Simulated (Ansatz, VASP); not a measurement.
**One calculation of Mo2Br, two programs**

```
CELL_PARAMETERS angstrom
0.00000 4.06994 4.06994
4.06994 0.00000 4.06994
4.06994 4.06994 0.00000
ATOMIC_POSITIONS crystal
Mo 0.12500 0.62500 0.12500
Mo 0.12500 0.12500 0.62500
Mo 0.62500 0.12500 0.12500
Mo 0.12500 0.12500 0.12500
Br 0.75000 0.75000 0.75000
Br 0.50000 0.50000 0.50000
```

Change from the starting cell: species swapped into the SrPt2 type (Fd-3m, No. 227).

Alike in both runs: task relaxation of cell and atoms; functional PBE; k mesh 4 × 4 × 4; occupations gaussian, width 0.1 eV; collinear spin.

|  | VASP | Ansatz |
| --- | --- | --- |
| version | VASP 6.6.1 | Ansatz 0.2.0 |
| potentials or method | VASP PAW PBE potentials, release 64 (Mo_sv, Br), cutoff 600 eV | scalar-relativistic, plane waves, PAW |
| valence electrons in the cell | 70 | 70 |

VASP gave:

- gap on the k mesh at the Fermi level, each at its own relaxed structure (eV): none
- net moment per atom (μB): 0.00
- relaxed volume (Å³/atom): 18.50
- relaxed cell length with the largest relative difference (Å): 5.394

Which values does Ansatz return?

gap on the k mesh at the Fermi level, each at its own relaxed structure (eV): none; net moment per atom (μB): 0.00; relaxed volume (Å³/atom): 18.48; relaxed cell length with the largest relative difference (Å): 5.392.

A gap of «none» marks a metal or a gap that the smearing closes. Ansatz's warnings: seeded moment not kept.

Noted on VASP's run: the volume moved by over 15 % at a fixed basis, so the end points are rough.
